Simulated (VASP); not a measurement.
The system is Ir.

```xyz
1
Lattice="2.4815 0.0000 0.0000 0.0000 2.4815 0.0000 0.0000 0.0000 2.4815" Properties=species:S:1:pos:R:3 pbc="T T T"
Ir    0.0000    0.0000    0.0000
```

```yaml
Program: VASP 6.6.1
Task: relaxation of cell and atoms
Functional: PBEsol
Potentials_or_basis: VASP PAW PBE potentials, release 64 (Ir)
Cutoff: 600 eV
k_mesh: 13 × 13 × 13
Occupations: fermi-dirac, width 0.1 eV
Spin: no spin polarisation
```

At the start: pressure 24.7 GPa; volume 15.28 Å³/atom.

How do energy, volume and symmetry change on relaxing?

Over 19 steps the energy falls by 84.9 meV/atom and the volume is 16.47 Å³/atom (+7.8 %); space group Pm-3m (No. 221, to 0.05 Å).

The path:
| step | energy change (eV) | largest force (eV/Å) | pressure (GPa) | volume (Å³) |
| --- | --- | --- | --- | --- |
| 1 | 0.0000 | 0.0000 | 24.72 | 15.28 |
| 2 | 0.5945 | 0.0000 | -36.26 | 21.11 |
| 3 | -0.0839 | 0.0000 | -2.28 | 16.61 |
| 4 | -0.0849 | 0.0000 | -0.28 | 16.48 |
| 5 | -0.0849 | 0.0000 | 0.13 | 16.46 |
| 6 | -0.0849 | 0.0000 | 0.14 | 16.46 |
| 7 | -0.0849 | 0.0000 | 0.14 | 16.46 |
| 8 | -0.0849 | 0.0000 | 0.13 | 16.46 |
| 9 | -0.0849 | 0.0000 | 0.13 | 16.46 |
| 10 | -0.0849 | 0.0000 | 0.13 | 16.46 |
| 11 | -0.0849 | 0.0000 | 0.13 | 16.46 |
| 12 | -0.0849 | 0.0000 | 0.13 | 16.46 |
| 13 | -0.0849 | 0.0000 | 0.13 | 16.46 |
| 14 | -0.0849 | 0.0000 | 0.13 | 16.46 |
| 15 | -0.0849 | 0.0000 | 0.13 | 16.46 |
| 16 | -0.0849 | 0.0000 | 0.12 | 16.46 |
| 17 | -0.0849 | 0.0000 | 0.12 | 16.46 |
| 18 | -0.0849 | 0.0000 | 0.10 | 16.46 |
| 19 | -0.0849 | 0.0000 | 0.00 | 16.47 |

Final structure:
```
Ir
1.0
     2.54412    0.00000    0.00000
     0.00000    2.54412    0.00000
     0.00000    0.00000    2.54412
Ir
1
Direct
  0.00000 0.00000 0.00000
```

Caveat: the PAW data sets were made with another functional, which shifts forces and pressure a little.
